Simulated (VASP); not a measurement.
Set up this calculation in VASP 6.6.1, as the native input.

```
Task                   : single point
Functional             : PBE
Potentials or basis    : VASP PAW PBE potentials, release 64 (Al, N)
Cutoff                 : 520 eV
k mesh                 : 9 × 9 × 6
Occupations            : gaussian, width 0.02 eV
Spin                   : no spin polarisation
Dipole correction      : no
Further INCAR settings : ALGO = Normal; EDIFF = 1e-06; NBANDS = 16
```

The structure of AlN lies in POSCAR:

```
AlN
1.0
    3.2184289305      0.0000000000      0.0000000000
   -1.6092144652      2.7872412141      0.0000000000
    0.0000000000      0.0000000000      4.8534356901
Al N
2 2
Direct
    0.6666666667      0.3333333333      0.0017287175
    0.3333333333      0.6666666667      0.5017287175
    0.6666666667      0.3333333333      0.3832712825
    0.3333333333      0.6666666667      0.8832712825
```

These files were run (other wordings do the same):

INCAR

```
PREC = Accurate
ENCUT = 520
EDIFF = 1E-6
ISMEAR = 0
SIGMA = 0.02
LREAL = False
LASPH = True
NELM = 80
ALGO = Normal
ISIF = 2
LWAVE = False
LCHARG = False
GGA = PE
NBANDS = 16
```

KPOINTS

```
regular mesh
0
Gamma
  9 9 6
```

Potentials or basis: VASP PAW PBE potentials, release 64 (Al, N).

Launch:

```sh
$ cat potpaw_PBE.64/Al/POTCAR potpaw_PBE.64/N/POTCAR > POTCAR
$ mpirun -np 1 vasp_std > vasp.out
```

Results of the run:

```yaml
Pressure: -4.0 GPa
Largest_force: 0.758 eV/Å
Band_gap_on_the_k_mesh: 3.70 eV, direct
```

Wall time 16 s on 1 thread of Intel(R) Xeon(R) Platinum 8259CL CPU @ 2.50GHz (Skylake/Cascade Lake), on a shared host, peak memory 0.16 GiB.
